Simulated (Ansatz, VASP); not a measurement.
## EuAlIr in VASP and in Ansatz

Contents of INCAR:

```
  PREC = Accurate
  ENCUT = 520
  EDIFF = 1E-6
  ISMEAR = 0
  SIGMA = 0.1
  LREAL = F
  LASPH = T
  NELM = 150
  ALGO = Fast
  ISIF = 2
  LWAVE = F
  LCHARG = F
  ISPIN = 2
  MAGMOM = 7 0 0
  LORBIT = 11
  LMAXMIX = 6
  GGA = PE
  NBANDS = 26
```

The input KPOINTS:

```
Automatic mesh
0
Gamma
  6 6 4
```

Contents of POSCAR:

```
EuAlIr
1.0
    4.0515630500      0.0000000000      0.0000000000
   -2.0257815300      3.5087565300      0.0000000000
    0.0000000000      0.0000000000      4.0228121000
Eu Al Ir
1 1 1
Direct
    0.6666666700      0.3333333300      0.5000000000
    0.3333333300      0.6666666700      0.0000000000
    0.0000000000      0.0000000000      0.0000000000
```

Input for Ansatz:

```yaml
crystal:
  lattice:
    - [4.05156305, 0.0, 0.0]
    - [-2.02578153, 3.50875653, 0.0]
    - [0.0, 0.0, 4.0228121]
  atoms:
    - { symbol: Eu, position: [0.66666667, 0.33333333, 0.5], spin: 7.0 }
    - { symbol: Al, position: [0.33333333, 0.66666667, 0.0] }
    - { symbol: Ir, position: [0.0, 0.0, 0.0] }
basis:
  ecutwfc: 420
kpoints:
  mp_grid: { grid: [6, 6, 4] }
hamiltonian:
  xc: pbe
scf:
  occupations: { method: gaussian, width: 0.1 }
  lower_state_search: "off"
output:
  forces: true
  stress: true
  eigenvalues: true
  populations: true
magnetization:
  spin_polarized: true
```

Change from the starting cell: species swapped into the NdNiAs type (P-6m2, No. 187).

Alike in both runs: task single point; functional PBE; k mesh 6 × 6 × 4; occupations gaussian, width 0.1 eV; collinear spin.

|  | VASP | Ansatz |
| --- | --- | --- |
| version | VASP 6.6.1 | Ansatz 0.2.0 |
| potentials or method | VASP PAW PBE potentials, release 64 (Eu, Al, Ir), cutoff 520 eV | scalar-relativistic, plane waves, PAW |
| valence electrons in the cell | 29 | 37 |

Ansatz gave:

* gap on the k mesh at the Fermi level (eV): none
* pressure (GPa): 18.3
* traceless stress, the component that is largest in VASP (GPa): -5.68
* net moment per atom (μB): 2.27
* size of the moment on the site where the two differ most (μB): 6.59

What did VASP give for the same quantities?

gap on the k mesh at the Fermi level (eV): none; pressure (GPa): 18.6; traceless stress, the component that is largest in VASP (GPa): -5.75; net moment per atom (μB): 2.27; size of the moment on the site where the two differ most (μB): 6.43.

Site moments also hang on the region over which each program counts them. A gap of «none» marks a metal or a gap that the smearing closes. With one functional, cell and mesh, what is left measures potentials, basis and numerics. VASP's potentials hold 29 valence electrons a cell and Ansatz's 37, so a difference there can come from the potentials and not from the codes.

The k mesh is coarse, so the values compare programs but aren't converged. Spin-orbit coupling is off throughout.
